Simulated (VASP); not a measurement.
Here is a VASP 6.6.1 calculation.

Contents of INCAR:

```
  PREC = Accurate
  ENCUT = 520
  EDIFF = 1E-6
  ISMEAR = 0
  SIGMA = 0.02
  LREAL = F
  LASPH = T
  NELM = 60
  ALGO = Normal
  ISIF = 2
  LWAVE = F
  LCHARG = F
  GGA = PE
  NBANDS = 44
```

File KPOINTS:

```
Automatic mesh
0
Gamma
  4 4 4
```

The input POSCAR:

```
CO2
1.0
    6.0374685813      0.0000000000      0.0000000000
    0.0000000000      6.0374685813      0.0000000000
    0.0000000000      0.0000000000      6.0374685813
C O
4 8
Direct
    0.0000000000      0.0000000000      0.0000000000
    0.5000000000      0.0000000000      0.5000000000
    0.5000000000      0.5000000000      0.0000000000
    0.0000000000      0.5000000000      0.5000000000
    0.1118537011      0.1118537011      0.1118537011
    0.3881462989      0.8881462989      0.6118537011
    0.6118537011      0.3881462989      0.8881462989
    0.8881462989      0.6118537011      0.3881462989
    0.8881462989      0.8881462989      0.8881462989
    0.6118537011      0.1118537011      0.3881462989
    0.3881462989      0.6118537011      0.1118537011
    0.1118537011      0.3881462989      0.6118537011
```

Potentials or basis: VASP PAW PBE potentials, release 64 (C, O).

The run is started by

```sh
$ cat potpaw_PBE.64/C/POTCAR potpaw_PBE.64/O/POTCAR > POTCAR
$ mpirun -np 1 vasp_std > vasp.out
```

**Question.** What does it give for the largest force?

**Answer.** 0.638 eV/Å.

**Question.** What does it give for the band gap on the k mesh?

**Answer.** 6.63 eV, direct.

**Question.** Estimate the pressure.

**Answer.** 1.3 GPa.

Forces in eV/Å, atoms in the order of the input:
```
C    0.000  0.000  0.000
C    0.000  0.000  0.000
C    0.000  0.000  0.000
C    0.000  0.000  0.000
O    0.368  0.368  0.368
O   -0.368 -0.368  0.368
O    0.368 -0.368 -0.368
O   -0.368  0.368 -0.368
O   -0.368 -0.368 -0.368
O    0.368  0.368 -0.368
O   -0.368  0.368  0.368
O    0.368 -0.368  0.368
```

A k mesh can miss the band edges. A hybrid or GW would open this gap; PBE tends to underestimate it.
